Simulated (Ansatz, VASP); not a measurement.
# C in VASP and in Ansatz

Contents of INCAR:

```
PREC = Accurate
ENCUT = 600
EDIFF = 1E-6
ISMEAR = -1
SIGMA = 0.03
LREAL = F
LASPH = T
NELM = 120
ALGO = Normal
ISIF = 2
LWAVE = F
LCHARG = F
GGA = PS
NBANDS = 8
GGA_COMPAT = F
```

The input KPOINTS:

```
regular mesh
0
Gamma
  16 16 16
```

File POSCAR:

```
C
1.0
   -1.1840705558      1.1840705558      1.1840705558
    1.1840705558     -1.1840705558      1.1840705558
    1.1840705558      1.1840705558     -1.1840705558
C
1
Direct
    0.0000000000      0.0000000000      0.0000000000
```

Input for Ansatz:

```yaml
crystal:
  lattice:
    - [-1.1840705558, 1.1840705558, 1.1840705558]
    - [1.1840705558, -1.1840705558, 1.1840705558]
    - [1.1840705558, 1.1840705558, -1.1840705558]
  atoms:
    - { symbol: C, position: [0.0, 0.0, 0.0] }
kpoints:
  mp_grid: { grid: [16, 16, 16] }
  band_path:
    path:
      - [0.0, 0.0, 0.0]
      - [0.5, -0.5, 0.5]
      - [0.0, 0.0, 0.5]
      - [0.0, 0.0, 0.0]
      - [0.25, 0.25, 0.25]
      - [0.5, -0.5, 0.5]
      - [0.25, 0.25, 0.25]
      - [0.0, 0.0, 0.5]
    npoints: 5
scf:
  occupations: { method: fermi_dirac, width: 0.03 }
hamiltonian:
  xc: pbesol
  pseudopotentials: { kind: all_electron, lapw: { basis_error: 0.00025 } }
output:
  forces: true
  stress: true
  eigenvalues: true
```

Alike in both runs: task single point; functional PBEsol; k mesh 16 × 16 × 16; occupations fermi-dirac, width 0.03 eV; no spin polarisation.

|  | VASP | Ansatz |
| --- | --- | --- |
| version | VASP 6.6.1 | Ansatz 0.2.0 |
| potentials or method | VASP PAW PBE potentials, release 64 (C), cutoff 600 eV | all-electron LAPW, scalar-relativistic |

|  | VASP | Ansatz | Ansatz less VASP |
| --- | --- | --- | --- |
| pressure (GPa) | -7.5 | -7.6 | -0.03 |

VASP's potentials were made for PBE, not for PBEsol. Ansatz ran all-electron here, and VASP with PAW potentials.
